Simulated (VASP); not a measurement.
Input of a VASP 6.6.1 run:

The input POSCAR:

```
Li
1.0
    3.1110021516      0.0000000000      0.0000000000
   -1.5555010758      2.6942068945      0.0000000000
    0.0000000000      0.0000000000      5.0930000000
Li
2
Direct
    0.3333333333      0.6666666667      0.2500000000
    0.6666666667      0.3333333333      0.7500000000
```

File INCAR.step1:

```
SYSTEM = Li
PREC = Accurate
ENCUT = 520
ISMEAR = 0
SIGMA = 0.15
LREAL = .FALSE.
LASPH = .TRUE.
NELM = 80
NBANDS = 10
GGA = PE
ALGO = Normal
EDIFF = 1E-4
LWAVE = .TRUE.
LCHARG = .FALSE.
```

INCAR.step2

```
SYSTEM = Li
PREC = Accurate
ENCUT = 520
EDIFF = 1E-6
ISMEAR = 0
SIGMA = 0.15
LREAL = .FALSE.
LASPH = .TRUE.
NELM = 80
ALGO = Normal
ISIF = 2
LWAVE = .FALSE.
LCHARG = .FALSE.
METAGGA = R2SCAN
LMIXTAU = .TRUE.
NBANDS = 10
ISTART = 1
```

Contents of KPOINTS:

```
regular mesh
0
G
  18 18 10
  0 0 0
```

Potentials or basis: VASP PAW PBE potentials, release 64 (Li_sv).

Run with:

```console
$ cat potpaw_PBE.64/Li_sv/POTCAR > POTCAR
$ cp INCAR.step1 INCAR
$ mpirun -np 1 vasp_std > vasp.out
$ cp INCAR.step2 INCAR
$ mpirun -np 1 vasp_std > vasp.out
```

(1) What does it give for the band gap on the k mesh?

Results:

(1) zero (band 3 reaches 2.80 eV, above the bottom of band 4 at -2.10 eV).
